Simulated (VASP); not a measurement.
Here is a VASP 6.6.1 calculation.

Contents of INCAR:

```
SYSTEM = In
PREC     = Accurate       ! precision mode
ENCUT    = 520            ! plane-wave cutoff, eV
EDIFF    = 1E-6           ! SCF threshold, eV
ISMEAR   = -1             ! smearing method
SIGMA    = 0.1            ! smearing width, eV
LREAL    = .FALSE.        ! projectors in reciprocal space
LASPH    = .TRUE.         ! aspherical terms in the spheres
NELM     = 60             ! most SCF steps
ALGO     = Normal         ! electronic algorithm
ISIF     = 2              ! what is computed and relaxed
LWAVE    = .FALSE.        ! write WAVECAR
LCHARG   = .FALSE.        ! write CHGCAR
GGA      = CA             ! functional
NBANDS   = 20             ! bands
```

KPOINTS

```
regular mesh
0
G
  16 16 9
  0 0 0
```

File POSCAR:

```
In
1.0
    2.7491460798      0.0000000000      0.0000000000
   -1.3745730399      2.3808303438      0.0000000000
    0.0000000000      0.0000000000      4.5644586414
In
2
Direct
    0.3333333333      0.6666666667      0.2500000000
    0.6666666667      0.3333333333      0.7500000000
```

Potentials or basis: VASP PAW LDA potentials, release 64 (In_d).

Command:

```sh
$ cat potpaw_LDA.64/In_d/POTCAR > POTCAR
$ mpirun -np 1 vasp_std > vasp.out
```

(1) Predict the pressure.

(2) Predict the band gap on the k mesh.

Results:

(1) 90.9 GPa.

(2) zero (band 13 reaches 20.66 eV, above the bottom of band 14 at 13.06 eV).

Caveat: spin-orbit coupling is left out, which moves the levels of the heavy elements.
